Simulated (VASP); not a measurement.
Wanted: the native input for a VASP 6.6.1 run.

- Task: single point
- Functional: PBE
- Potentials or basis: VASP PAW PBE potentials, release 64 (Sn_d)
- Cutoff: 520 eV
- k mesh: 13 × 13 × 7
- Occupations: fermi-dirac, width 0.05 eV
- Spin: no spin polarisation
- Dipole correction: no
- Further INCAR settings: ALGO = Normal; EDIFF = 1e-06; NBANDS = 21

The structure of Sn lies in POSCAR:

```
Sn
1.0
    3.0251553507      0.0000000000      0.0000000000
   -1.5125776754      2.6198613841      0.0000000000
    0.0000000000      0.0000000000      4.8976165475
Sn
2
Direct
    0.3333333333      0.6666666667      0.2500000000
    0.6666666667      0.3333333333      0.7500000000
```

This isn't the form of Sn at room conditions, which is tetragonal (white tin).

One way to write it, as run:

INCAR

```
ALGO = Normal
EDIFF = 1E-6
ENCUT = 520
GGA = PE
ISIF = 2
ISMEAR = -1
LASPH = True
LCHARG = True
LELF = True
LREAL = False
LVHAR = True
LWAVE = False
NBANDS = 21
NELM = 60
PREC = Accurate
SIGMA = 0.05
```

KPOINTS

```
k-points
0
Gamma
  13 13 7
```

Potentials or basis: VASP PAW PBE potentials, release 64 (Sn_d).

Command:

```sh
$ cat potpaw_PBE.64/Sn_d/POTCAR > POTCAR
$ mpirun -np 1 vasp_std > vasp.out
```

Results of the run:

```
Pressure               : 39.3 GPa
Band gap on the k mesh : zero (bands 14 and 15 overlap by 10.91 eV)
```

Caveat: the cell stands under pressure; spin-orbit coupling is left out, which moves the levels of the heavy elements.

Run time: 51 s on 1 thread of Intel(R) Xeon(R) Platinum 8488C (Sapphire Rapids), on a shared host, peak memory 0.19 GiB.
